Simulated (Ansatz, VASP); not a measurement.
**Two plane-wave programs on ZrO2**

File INCAR:

```
SYSTEM = ZrO2
ALGO     = Normal         ! electronic algorithm
EDIFF    = 1E-6           ! SCF threshold, eV
ENCUT    = 600            ! plane-wave cutoff, eV
GGA      = PE             ! functional
GGA_COMPAT= .False.      
ISIF     = 2              ! what is computed and relaxed
ISMEAR   = 0              ! smearing method
LASPH    = .True.         ! aspherical terms in the spheres
LCHARG   = .False.        ! write CHGCAR
LREAL    = .False.        ! projectors in reciprocal space
LWAVE    = .False.        ! write WAVECAR
NBANDS   = 19             ! bands
NELM     = 120            ! most SCF steps
PREC     = Accurate       ! precision mode
SIGMA    = 0.01           ! smearing width, eV
```

File KPOINTS:

```
k-points
0
Gamma
  8 8 8
  0 0 0
```

Contents of POSCAR:

```
ZrO2
1.0
    0.0000000000      2.6080633065      2.6080633065
    2.6080633065      0.0000000000      2.6080633065
    2.6080633065      2.6080633065      0.0000000000
Zr O
1 2
Direct
    0.0000000000      0.0000000000      0.0000000000
    0.2500000000      0.2500000000      0.2500000000
    0.7500000000      0.7500000000      0.7500000000
```

Input for Ansatz:

```yaml
crystal:
  lattice:
    - [0.0, 2.6080633065, 2.6080633065]
    - [2.6080633065, 0.0, 2.6080633065]
    - [2.6080633065, 2.6080633065, 0.0]
  atoms:
    - { symbol: Zr, position: [0.0, 0.0, 0.0] }
    - { symbol: O, position: [0.25, 0.25, 0.25] }
    - { symbol: O, position: [0.75, 0.75, 0.75] }
kpoints:
  mp_grid: { grid: [8, 8, 8] }
hamiltonian:
  xc: pbe
scf:
  occupations: { method: fixed }
  n_extra_bands: 4
output:
  forces: true
  stress: true
  eigenvalues: true
```

Alike in both runs: task single point; functional PBE; k mesh 8 × 8 × 8; no spin polarisation.

|  | VASP | Ansatz |
| --- | --- | --- |
| version | VASP 6.6.1 | Ansatz 0.2.0 |
| potentials or method | VASP PAW PBE potentials, release 64 (Zr_sv, O) | plane waves, PAW |
| plane-wave cutoff (eV) | 600 | 420 |
| occupations | gaussian, width 0.01 eV | fixed |
| valence electrons in the cell | 24 | 24 |

|  | VASP | Ansatz | Ansatz less VASP |
| --- | --- | --- | --- |
| gap on the k mesh at the Fermi level (eV) | 3.15 | 3.15 | +0.007 |
| pressure (GPa) | -12.1 | -12.2 | -0.03 |
